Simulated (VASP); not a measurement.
Runs of VASP 6.6.1 on In. The structure is that of space group P6_3/mmc (No. 194), or close to it. The cells are those of the table. 

```tsv
cell	further INCAR settings	gap on the mesh (eV)	pressure (GPa)
a = 3.235, b = 3.235, c = 5.344 Å, angles 90.0, 90.0, 120.0°, 2 atoms	ALGO = Fast; EDIFF = 1e-07; NBANDS = 20	none	3.9
a = 3.235, b = 3.235, c = 5.427 Å, angles 90.0, 90.0, 120.0°, 2 atoms	ALGO = Fast; EDIFF = 1e-07; NBANDS = 20	none	3.1
a = 3.235, b = 3.235, c = 5.592 Å, angles 90.0, 90.0, 120.0°, 2 atoms	ALGO = Fast; EDIFF = 1e-06; NBANDS = 20	none	1.5
a = 3.235, b = 3.235, c = 5.674 Å, angles 90.0, 90.0, 120.0°, 2 atoms	ALGO = Fast; EDIFF = 1e-06; NBANDS = 20	none	0.9
a = 3.285, b = 3.285, c = 5.509 Å, angles 90.0, 90.0, 120.0°, 2 atoms	ALGO = Fast; EDIFF = 1e-06; NBANDS = 20	none	(a)
a = 3.285, b = 3.285, c = 5.344 Å, angles 90.0, 90.0, 120.0°, 2 atoms	ALGO = Fast; EDIFF = 1e-07; NBANDS = 20	none	(c)
a = 3.235, b = 3.235, c = 5.509 Å, angles 90.0, 90.0, 120.0°, 2 atoms	ALGO = Fast; EDIFF = 1e-07; NBANDS = 20	none	(b)
a = 3.335, b = 3.335, c = 5.344 Å, angles 90.0, 90.0, 120.0°, 2 atoms	ALGO = Fast; EDIFF = 1e-06; NBANDS = 20	none	0.8
```

Alike in all rows: task single point; level PBE+D3(BJ); potentials or basis VASP PAW PBE potentials, release 64 (In_d); no spin polarisation; k mesh 18 × 18 × 10; cutoff (eV) 520; smearing gaussian 0.15 eV.

**Question.** Estimate the missing entries.

**Answer.** (a) 0.7; (b) 2.3; (c) 2.2.

Caveats: spin-orbit coupling is left out, which moves the levels of the heavy elements; pairwise dispersion overbinds metals, which lowers pressure and volume.

A k mesh can miss the band edges, and the runs leave out spin-orbit coupling on In.

A gap of «none» marks levels without a gap at the run's occupations.
